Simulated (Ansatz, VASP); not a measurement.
# SiTe4H: VASP beside Ansatz

```
Si Te H
1.0
     2.73339    1.57812    5.46337
    -2.73339    1.57812    5.46337
     0.00000   -3.15625    5.46337
Si Te H
1 4 1
Cartesian
  0.0000 0.0000 0.0000
  0.0000 0.0000 13.5831
  0.0000 0.0000 2.8070
  0.0000 0.0000 6.2016
  0.0000 0.0000 10.1885
  0.0000 0.0000 8.1951
```

Alike in both runs: functional PBE; k mesh 6 × 6 × 6; occupations gaussian, width 0.1 eV; no spin polarisation.

Ansatz relaxed the structure, and its values are those at the end. VASP's run is a single point on that final structure, the one shown.

```csv
,VASP,Ansatz
version,VASP 6.6.1,Ansatz 0.2.0
potentials or method,"VASP PAW PBE potentials, release 64 (Si, Te, H), cutoff 520 eV","scalar-relativistic, plane waves, PAW"
valence electrons in the cell,29,69
```

|  | VASP | Ansatz | Ansatz less VASP |
| --- | --- | --- | --- |
| gap on the k mesh at the Fermi level (eV) | none | none | - |
| pressure (GPa) | -0.2 | -0.1 | +0.05 |
| rms of the force components (eV/Å) | 0.010 | 0.013 | +0.0029 |

A gap of «none» marks a metal or a gap that the smearing closes. VASP's potentials hold 29 valence electrons a cell and Ansatz's 69, so a difference there can come from the potentials and not from the codes.

Neither program's run includes spin-orbit coupling.
